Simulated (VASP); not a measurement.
A run of VASP 6.6.1 is set up as follows.

File INCAR:

```
ALGO = Normal
EDIFF = 1E-7
EDIFFG = -0.08
ENCUT = 600
GGA = PE
GGA_COMPAT = False
IBRION = 2
ISIF = 3
ISMEAR = 0
LASPH = True
LCHARG = False
LMAXMIX = 6
LREAL = False
LWAVE = False
NELM = 200
NELMIN = 4
NSW = 36
PREC = Accurate
SIGMA = 0.15
```

Contents of KPOINTS:

```
k-points
0
Gamma
  4 4 2
```

POSCAR

```
Tm2GeF2
1.0
    3.6619736300      0.0000000000      0.0000000000
   -1.8309868200      3.1713622000      0.0000000000
    0.0000000000      0.0000000000      6.2897436100
Tm Ge F
2 1 2
Direct
    0.6666666700      0.3333333300      0.3500089900
    0.3333333300      0.6666666700      0.6499910100
    0.0000000000      0.0000000000      0.0000000000
    0.3333333300      0.6666666700      0.2700800000
    0.6666666700      0.3333333300      0.7299200000
```

Potentials or basis: VASP PAW PBE potentials, release 64 (Tm_3, Ge_d, F), 4f in core.

The run is started by

```sh
$ cat potpaw_PBE.64/Tm_3/POTCAR potpaw_PBE.64/Ge_d/POTCAR potpaw_PBE.64/F/POTCAR > POTCAR
$ mpirun -np 1 vasp_std > vasp.out
```

(1) Estimate the space group after relaxing (to 0.1 Å).

(2) What does it give for the band gap on the k mesh?

(3) Predict the relaxed volume.

(4) What does it give for the relaxed cell?

Results:

(1) P-3m1 (No. 164).

(2) 0.38 eV (least direct gap 0.92 eV).

(3) 18.36 Å³/atom.

(4) a = 4.068 Å, b = 4.068 Å, c = 6.407 Å, α = 90.00°, β = 90.00°, γ = 120.00°.

Caveat: the k points lie up to 0.49 Å⁻¹ apart in the final cell; the volume moved by over 15 % at a fixed basis, so the end points are rough; semilocal functionals underestimate gaps, and a narrow one can read as zero; spin-orbit coupling is left out, which moves the levels of the heavy elements; the 4f electrons are frozen in the core, so they carry no moment and show no levels.
